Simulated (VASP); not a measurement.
## Os: single point with r2SCAN

The system is Os.

```xyz
1
Lattice="2.6083 0.0000 0.0000 -1.3041 2.2588 0.0000 0.0000 0.0000 2.4371" Properties=species:S:1:pos:R:3 pbc="T T T"
Os    0.0000    0.0000    0.0000
```

This isn't the form of Os at room conditions, which is hcp.

- Program: VASP 6.6.1
- Task: single point
- Functional: r2SCAN
- Potentials or basis: VASP PAW PBE potentials, release 64 (Os)
- Cutoff: 520 eV
- k mesh: 9 × 9 × 8
- Occupations: gaussian, width 0.1 eV
- Spin: no spin polarisation
- Dipole correction: no
- Further INCAR settings: ALGO = Normal; EDIFF = 1e-06; NBANDS = 10

```yaml
Pressure: 30.2 GPa
Band_gap_on_the_k_mesh: zero (bands 4 and 5 overlap by 5.31 eV)
```

Stress tensor (GPa, compression positive):
```
32.33  0.00  0.00
 0.00 32.33  0.00
 0.00  0.00 25.95
```

Levels at points of the mesh, in eV from the Fermi level:
```tsv
k point	band 2	band 3	band 4	band 5	band 6	band 7
(0.00, 0.00, 0.00)	-7.12	-2.92	-2.92	3.24	3.24	15.25
(0.00, 0.00, 0.50)	-1.99	-1.99	-1.29	-0.81	-0.81	9.54
```

Wall time 21 s on 1 thread of AMD EPYC 7R13 Processor (Zen 3), on a shared host, peak memory 0.09 GiB.

Caveat: the cell stands under pressure; the PAW data sets were made with another functional, which shifts forces and pressure a little; spin-orbit coupling is left out, which moves the levels of the heavy elements.
